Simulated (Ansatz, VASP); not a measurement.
**Two plane-wave programs on SiC**

POSCAR

```
SiC
1.0
    3.0344540134      0.0000000000      0.0000000000
   -1.5172270067      2.6633366395      0.0000000000
    0.0000000000      0.0000000000      5.0481081077
Si C
2 2
Direct
    0.3334856034      0.6669712068     -0.0000632231
    0.6665143966      0.3330287932      0.4999367769
    0.3344087808      0.6688175616      0.3750632231
    0.6655912192      0.3311824384      0.8750632231
```

The input INCAR.step1:

```
SYSTEM = SiC
ALGO = Normal ; EDIFF = 1E-4
ENCUT = 520 ; GGA = PE
ISMEAR = 0 ; LASPH = .True.
LCHARG = .False. ; LREAL = .False.
LWAVE = .True. ; NBANDS = 16
NELM = 60 ; PREC = Accurate
SIGMA = 0.01
```

The input INCAR.step2:

```
SYSTEM = SiC
ALGO = Normal ; EDIFF = 1E-6
ENCUT = 520 ; ISIF = 2
ISMEAR = 0 ; ISTART = 1
LASPH = .True. ; LCHARG = .False.
LMIXTAU = .True. ; LREAL = .False.
LWAVE = .False. ; METAGGA = R2SCAN
NBANDS = 16 ; NELM = 60
PREC = Accurate ; SIGMA = 0.01
```

The input KPOINTS:

```
k-points
0
Gamma
  12 12 6
  0 0 0
```

Input for Ansatz:

```yaml
crystal:
  lattice:
    - [3.0344540134, 0.0, 0.0]
    - [-1.5172270067, 2.6633366395, 0.0]
    - [0.0, 0.0, 5.0481081077]
  atoms:
    - { symbol: Si, position: [0.3334856034, 0.6669712068, -6.32231e-05] }
    - { symbol: Si, position: [0.6665143966, 0.3330287932, 0.4999367769] }
    - { symbol: C, position: [0.3344087808, 0.6688175616, 0.3750632231] }
    - { symbol: C, position: [0.6655912192, 0.3311824384, 0.8750632231] }
kpoints:
  mp_grid: { grid: [12, 12, 6] }
  band_path:
    path:
      - [0.0, 0.0, 0.0]
      - [0.5, 0.0, 0.0]
      - [0.3333333333, 0.3333333333, 0.0]
      - [0.0, 0.0, 0.5]
      - [0.5, 0.0, 0.5]
      - [0.3333333333, 0.3333333333, 0.5]
    npoints: 1
hamiltonian:
  xc: r2scan
scf:
  occupations: { method: fixed }
  n_extra_bands: 5
output:
  forces: true
  stress: true
  eigenvalues: true
```

Change from the starting cell: uniaxial_x strain -1.3%.

Alike in both runs: task single point; functional r2SCAN; k mesh 12 × 12 × 6; no spin polarisation.

|  | VASP | Ansatz |
| --- | --- | --- |
| version | VASP 6.6.1 | Ansatz 0.2.0 |
| potentials or method | VASP PAW PBE potentials, release 64 (Si, C) | plane waves, PAW |
| plane-wave cutoff (eV) | 520 | 500 |
| occupations | gaussian, width 0.01 eV | fixed |
| valence electrons in the cell | 16 | 16 |

|  | VASP | Ansatz | Ansatz less VASP |
| --- | --- | --- | --- |
| gap on the k mesh at the Fermi level (eV) | 2.52 | 2.52 | -0.007 |
| pressure (GPa) | 3.0 | 3.2 | +0.20 |
| traceless stress, the component that is largest in VASP (GPa) | 4.20 | 4.19 | -0.017 |

VASP's potentials were made for PBE, not for r2SCAN.
